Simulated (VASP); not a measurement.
# Pt (Fm-3m) in VASP: further runs

Runs on Pt. Level: PBE. Tasks: electric field gradients.

Program: VASP 6.6.1. These are calculated values, not measurements. Logs are shortened: lines on timing, memory, paths and dates and some standing lists are left out, and cuts for length are marked.

## Step 1: The cell of the first run

The structure is cubic, space group Fm-3m (No. 225). Conventional cell: a = 3.916 Å, b = 3.916 Å, c = 3.916 Å, α = 90.00°, β = 90.00°, γ = 90.00°. Pt (site symmetry m-3m) has 12 Pt at 2.77 Å within 3.6 Å.

## Step 2: Electric field gradients, PBE

The input, INCAR:

```
PREC = Accurate ; ENCUT = 520
EDIFF = 1E-8 ; ISMEAR = -1
SIGMA = 0.03 ; LREAL = F
LASPH = T ; NELM = 100
ALGO = Normal ; ISIF = 2
LWAVE = F ; LCHARG = F
GGA = PE ; LEFG = T
NBANDS = 11
```

The input, KPOINTS:

```
Automatic mesh
0
Gamma
  18 18 18
```

The input, POSCAR:

```
Pt
1.0
    0.0000000000      1.9579000000      1.9579000000
    1.9579000000      0.0000000000      1.9579000000
    1.9579000000      1.9579000000      0.0000000000
Pt
1
Direct
    0.0000000000      0.0000000000      0.0000000000
```

Potentials or basis: VASP PAW PBE potentials, release 64 (Pt).

The run is started by

```sh
$ cat potpaw_PBE.64/Pt/POTCAR > POTCAR
$ mpirun -np 1 vasp_std > vasp.out
```

OUTCAR:

```text
PREC = Accurate
   ENCUT = 520
   EDIFF = 1E-8
   ISMEAR = -1
   LREAL = F
   LASPH = T
   NELM = 100
   ISIF = 2
   GGA = PE

 ion  position               nearest neighbor table
   1  0.000  0.000  0.000-

  LATTYP: Found a face centered cubic cell.
 ALAT       =     3.9158000000

  Lattice vectors:

 A1 = (   0.0000000000,   1.9579000000,   1.9579000000)
 A2 = (   1.9579000000,   0.0000000000,   1.9579000000)
 A3 = (   1.9579000000,   1.9579000000,   0.0000000000)

Analysis of symmetry for initial positions (statically):
=====================================================================
 Subroutine PRICEL returns:
 Original cell was already a primitive cell.

 Routine SETGRP: Setting up the symmetry group for a
 face centered cubic supercell.

 Subroutine GETGRP returns: Found 48 space group operations
 (whereof 48 operations were pure point group operations)
 out of a pool of 48 trial point group operations.

The static configuration has the point symmetry O_h .

Analysis of symmetry for dynamics (positions and initial velocities):
=====================================================================
 Subroutine PRICEL returns:
 Original cell was already a primitive cell.

 Routine SETGRP: Setting up the symmetry group for a
 face centered cubic supercell.

 Subroutine GETGRP returns: Found 48 space group operations
 (whereof 48 operations were pure point group operations)
 out of a pool of 48 trial point group operations.

The dynamic configuration has the point symmetry O_h .

 Subroutine INISYM returns: Found 48 space group operations
 (whereof 48 operations are pure point group operations),
 and found     1 'primitive' translations

----------------------------------------------------------------------------------------

                                     Primitive cell

  volume of cell :      15.0107

  direct lattice vectors                    reciprocal lattice vectors
     0.000000000  1.957900000  1.957900000    -0.255375658  0.255375658  0.255375658
     1.957900000  0.000000000  1.957900000     0.255375658 -0.255375658  0.255375658
     1.957900000  1.957900000  0.000000000     0.255375658  0.255375658 -0.255375658

  length of vectors
     2.768888734  2.768888734  2.768888734     0.442323614  0.442323614  0.442323614

  position of ions in fractional coordinates (direct lattice)
     0.000000000  0.000000000  0.000000000

  ion indices of the primitive-cell ions
   primitive index   ion index
                 1           1

----------------------------------------------------------------------------------------

 KPOINTS: Automatic mesh

Automatic generation of k-mesh.
 Grid dimensions read from file:
 generate k-points for:   18   18   18

 Generating k-lattice:

  Cartesian coordinates                     Fractional coordinates (reciprocal lattice)
    -0.014187537  0.014187537  0.014187537     0.055555556  0.000000000  0.000000000
     0.014187537 -0.014187537  0.014187537     0.000000000  0.055555556  0.000000000
     0.014187537  0.014187537 -0.014187537     0.000000000  0.000000000  0.055555556

  Length of vectors
     0.024573534  0.024573534  0.024573534

  Shift w.r.t. Gamma in fractional coordinates (k-lattice)
     0.000000000  0.000000000  0.000000000

 Subroutine IBZKPT returns following result:
 ===========================================

 Found    195 irreducible k-points:

 Following reciprocal coordinates:
            Coordinates               Weight
  0.000000  0.000000  0.000000      1.000000
  0.055556  0.000000  0.000000      8.000000
  0.111111  0.000000  0.000000      8.000000
  0.166667  0.000000  0.000000      8.000000
  0.222222  0.000000  0.000000      8.000000
  0.277778  0.000000  0.000000      8.000000
[... 16 lines left out ...]
 -0.277778  0.055556  0.000000     24.000000
 -0.222222  0.055556  0.000000     24.000000
 [... further k-points ...]
   k-points           NKPTS =    195   k-points in BZ     NKDIM =    195   number of bands    NBANDS=     11
   number of dos      NEDOS =    301   number of ions     NIONS =      1
   total plane-waves  NPLWV =  13824
   dimension x,y,z NGX =    24 NGY =   24 NGZ =   24
   dimension x,y,z NGXF=    48 NGYF=   48 NGZF=   48
   ions per type =               1
   NGX,Y,Z   is equivalent  to a cutoff of  14.41, 14.41, 14.41 a.u.
   NGXF,Y,Z  is equivalent  to a cutoff of  28.82, 28.82, 28.82 a.u.
 SYSTEM =  unknown system
   PREC   = accura    normal or accurate (medium, high low for compatibility)
   ISTART =      0    job   : 0-new  1-cont  2-samecut
   ICHARG =      2    charge: 1-file 2-atom 10-const
   ISPIN  =      1    spin polarized calculation?
   LNONCOLLINEAR =      F non collinear calculations
   LSORBIT =      F    spin-orbit coupling
   LASPH  =      T    aspherical Exc in radial PAW
   ENCUT  =  520.0 eV  38.22 Ry    6.18 a.u.   5.15  5.15  5.15*2*pi/ulx,y,z
   NELM   =    100;   NELMIN=  2; NELMDL= -5     # of ELM steps
   EDIFF  = 0.1E-07   stopping-criterion for ELM
   LREAL  =      F    real-space projection
   EDIFFG = 0.1E-06   stopping-criterion for IOM
   NSW    =      0    number of steps for IOM
   IBRION =     -1    ionic relax: 0-MD 1-quasi-New 2-CG
   NFREE  =      0    steps in history (QN), initial steepest desc. (CG)
   ISIF   =      2    stress and relaxation
   ISYM   =      2    0-nonsym 1-usesym 2-fastsym
   POTIM  = 0.5000    time-step for ionic-motion
   TEBEG  =    0.0;   TEEND  =   0.0 temperature during run
   PSTRESS=    0.0 pullay stress
   NELECT =      10.0000    total number of electrons
   NUPDOWN=      -1.0000    fix difference up-down
   EMIN   =  10.00;   EMAX   =-10.00  energy-range for DOS
   EFERMI =   0.00;   METHOD = LEGACY
   ISMEAR =    -1;   SIGMA  =   0.03  broadening in eV -4-tet -1-fermi 0-gaus
   EFERMI_NEDOS =   21; number of points for ismear=-14 and -15
   IALGO  =     38    algorithm
   IMIX   =      4    mixing-type and parameters
     AMIX     =   0.40;   BMIX     =  1.00
     AMIX_MAG =   1.60;   BMIX_MAG =  1.00
  volume/ion in A,a.u.               =      15.01       101.30
  Fermi-wavevector in a.u.,A,eV,Ry     =   1.429797  2.701924 27.814648  2.044319
  Thomas-Fermi vector in A             =   2.549712
   LORBIT       =      0    0 simple, 1 ext, 2 COOP (PROOUT), +10 PAW based schemes
   GGA     = PE    functional components
   LHFCALC =     F    Hartree Fock is set to
   AEXX    =    0.0000 exact exchange contribution
   IVDW    =     0    specifies the selected vdW correction
   LEPSILON=     F    determine dielectric tensor
   LRPA    =     F    only Hartree local field effects (RPA)
 non-spin polarized calculation
  energy-cutoff  :      520.00
  volume of cell :       15.01
 maximum number of plane-waves:       419
 NGX is ok and might be reduce to    24
   NGX = 11   NGY = 11   NGZ = 11

 number of electron      10.0000000 magnetization

 number of electron       9.9999999 magnetization

 Free energy of the ion-electron system (eV)
  ---------------------------------------------------
  ext. energy  EPLUGINS =         0.00000000
  ---------------------------------------------------
  free energy    TOTEN  =        -6.07766651 eV

  energy without entropy =       -6.07127887  energy(sigma->0) =       -6.07447269

 E-fermi :  11.3586     XC(G=0): -13.5191

 val. band max:       11.3567969469   @ k =   0.3889   0.2778   0.0000
 cond. band min:      11.3589921844   @ k =   0.5000   0.5000   0.0000
 fundamental gap:      0.0021952375
 Fermi energy:        11.3586093902

 k-point     1 :       0.0000    0.0000    0.0000
  band No.  band energies     occupation
      1       1.0859      2.00000
      2       7.5371      2.00000
      3       7.5371      2.00000
      4       7.5371      2.00000
      5       9.7086      2.00000
      6       9.7086      2.00000
      7      25.9819      0.00000
      8      30.9747      0.00000
      9      30.9747      0.00000
     10      30.9747      0.00000
     11      36.3365      0.00000

 k-point     2 :       0.0556    0.0000    0.0000
  band No.  band energies     occupation
      1       1.2110      2.00000
      2       7.4805      2.00000
      3       7.5873      2.00000
      4       7.5873      2.00000
      5       9.6801      2.00000
      6       9.6801      2.00000
      7      26.1784      0.00000
      8      30.3059      0.00000
      9      31.1680      0.00000
     10      31.1680      0.00000
     11      37.0803      0.00000
[... 295 lines left out ...]
 k-point    24 :      -0.2222    0.0556    0.0000
  band No.  band energies     occupation
      1       3.1389      2.00000
      2       7.0419      2.00000
      3       7.9309      2.00000
      4       7.9989      2.00000
      5       9.5122      2.00000
      6      10.1992      2.00000
      7      25.0723      0.00000
      8      27.9132      0.00000
      9      32.4757      0.00000
     10      33.8735      0.00000
     11      35.1210      0.00000

 [... further k-points ...]

------------------------ aborting loop because EDIFF is reached ----------------------------------------

  FORCE on cell =-STRESS in cart. coord.  units (eV):
  Direction    XX          YY          ZZ          XY          YZ          ZX
  --------------------------------------------------------------------------------------
  -------------------------------------------------------------------------------------
  Total        1.0189859      1.0189859      1.0189859      0.0000000      0.0000000     -0.0000000
  in kB      108.7620122    108.7620122    108.7620122      0.0000000      0.0000000     -0.0000000
  external PRESSURE =     108.7620122 kB  Pullay stress =       0.0000000 kB

 VOLUME and BASIS-vectors are now :
 -----------------------------------------------------------------------------
  energy-cutoff  :      520.00
  volume of cell :       15.01
      direct lattice vectors                 reciprocal lattice vectors
     0.000000000  1.957900000  1.957900000    -0.255375658  0.255375658  0.255375658
     1.957900000  0.000000000  1.957900000     0.255375658 -0.255375658  0.255375658
     1.957900000  1.957900000  0.000000000     0.255375658  0.255375658 -0.255375658

 POSITION                                       TOTAL-FORCE (eV/Angst)
 -----------------------------------------------------------------------------------
      0.00000      0.00000      0.00000         0.000000      0.000000      0.000000
 -----------------------------------------------------------------------------------
    total drift:                               -0.000000      0.000000     -0.000000

  FREE ENERGIE OF THE ION-ELECTRON SYSTEM (eV)
  ---------------------------------------------------
  free  energy   TOTEN  =        -6.0776665110 eV

  energy  without entropy=       -6.0712788668  energy(sigma->0) =       -6.07447269

 Electric field gradients (V/A^2)
---------------------------------------------------------------------
 ion       V_xx      V_yy      V_zz      V_xy      V_xz      V_yz
---------------------------------------------------------------------
   1      -0.000    -0.000     0.000     0.000     0.000     0.000
---------------------------------------------------------------------

 Electric field gradients after diagonalization (V/A^2)
 (convention: |V_zz| > |V_xx| > |V_yy|)
----------------------------------------------------------------------
 ion       V_xx      V_yy      V_zz     asymmetry (V_yy - V_xx)/ V_zz
----------------------------------------------------------------------
   1      -0.000    -0.000     0.000       0.000
----------------------------------------------------------------------

           NMR quadrupolar parameters

 Cq : quadrupolar parameter    Cq=e*Q*V_zz/h
 eta: asymmetry parameters     (V_yy - V_xx)/ V_zz
 Q  : nuclear electric quadrupole moment in mb (millibarn)
----------------------------------------------------------------------
 ion       Cq(MHz)       eta       Q (mb)
----------------------------------------------------------------------
   1       0.000       0.000       1.000
----------------------------------------------------------------------
```

It took 43 s on 1 thread of AMD EPYC 9R45 (Zen 5), shared host; peak memory 0.13 GiB.

What came out:

- Free energy: -6.0777 eV
- Pressure: 10.9 GPa
- Band gap on the k mesh: zero (band 5 reaches 11.86 eV, above the bottom of band 6 at 9.60 eV)

Caveat: without QUAD_EFG the Cq values of the log hold for a quadrupole moment of 1 mb, not for the nuclei; spin-orbit coupling is left out, which moves the levels of the heavy elements.

## Step 3: Electric field gradients, PBE (volume scaled by 1.02)

Edit INCAR of step 2 so:

```diff
@@ -3,3 +3,3 @@
 SIGMA = 0.03 ; LREAL = F
-LASPH = T ; NELM = 100
+LASPH = T ; NELM = 80
 ALGO = Normal ; ISIF = 2
```

KPOINTS is that of step 2.

The input, POSCAR:

```
Pt
1.0
    0.0000000000      1.9708666030      1.9708666030
    1.9708666030      0.0000000000      1.9708666030
    1.9708666030      1.9708666030      0.0000000000
Pt
1
Direct
    0.0000000000      0.0000000000      0.0000000000
```

Potentials or basis: VASP PAW PBE potentials, release 64 (Pt).

The run is started by

```sh
$ cat potpaw_PBE.64/Pt/POTCAR > POTCAR
$ mpirun -np 1 vasp_std > vasp.out
```

OUTCAR:

```text
PREC = Accurate
   ENCUT = 520
   EDIFF = 1E-8
   ISMEAR = -1
   LREAL = F
   LASPH = T
   NELM = 80
   ISIF = 2
   GGA = PE

 ion  position               nearest neighbor table
   1  0.000  0.000  0.000-

  LATTYP: Found a face centered cubic cell.
 ALAT       =     3.9417332060

  Lattice vectors:

 A1 = (   0.0000000000,   1.9708666030,   1.9708666030)
 A2 = (   1.9708666030,   0.0000000000,   1.9708666030)
[... 542 lines left out ...]
    total drift:                               -0.000000      0.000000      0.000000

  FREE ENERGIE OF THE ION-ELECTRON SYSTEM (eV)
  ---------------------------------------------------
  free  energy   TOTEN  =        -6.0927877589 eV

  energy  without entropy=       -6.0862077077  energy(sigma->0) =       -6.08949773

 Electric field gradients (V/A^2)
---------------------------------------------------------------------
 ion       V_xx      V_yy      V_zz      V_xy      V_xz      V_yz
---------------------------------------------------------------------
   1      -0.000    -0.000     0.000     0.000     0.000     0.000
---------------------------------------------------------------------

 Electric field gradients after diagonalization (V/A^2)
 (convention: |V_zz| > |V_xx| > |V_yy|)
----------------------------------------------------------------------
 ion       V_xx      V_yy      V_zz     asymmetry (V_yy - V_xx)/ V_zz
----------------------------------------------------------------------
   1      -0.000    -0.000     0.000       0.000
----------------------------------------------------------------------

           NMR quadrupolar parameters

 Cq : quadrupolar parameter    Cq=e*Q*V_zz/h
 eta: asymmetry parameters     (V_yy - V_xx)/ V_zz
 Q  : nuclear electric quadrupole moment in mb (millibarn)
----------------------------------------------------------------------
 ion       Cq(MHz)       eta       Q (mb)
----------------------------------------------------------------------
   1       0.000       0.000       1.000
----------------------------------------------------------------------
```

Wall time 41 s (1 thread of AMD EPYC 9R45 (Zen 5), shared host); peak memory 0.13 GiB.

What came out:

- Free energy: -6.0928 eV
- Pressure: 5.1 GPa
- Band gap on the k mesh: zero (band 5 reaches 11.45 eV, above the bottom of band 6 at 9.28 eV)

Levels at points of the mesh, in eV from the Fermi level:
```
           k point  band 1  band 2  band 3  band 4  band 5  band 6  band 7  band 8  band 9  band 10
(0.00, 0.00, 0.00)  -10.05   -3.70   -3.70   -3.70   -1.60   -1.60   14.68   19.56   19.56    19.56
(0.50, 0.00, 0.00)   -7.17   -3.76   -3.76   -0.41    0.03    0.03    5.72   14.24   18.88    18.88
(0.50, 0.50, 0.00)   -6.91   -6.47    0.00    0.47    0.47    1.81    8.72   11.35   11.35    19.96
```

Caveat: without QUAD_EFG the Cq values of the log hold for a quadrupole moment of 1 mb, not for the nuclei; spin-orbit coupling is left out, which moves the levels of the heavy elements.
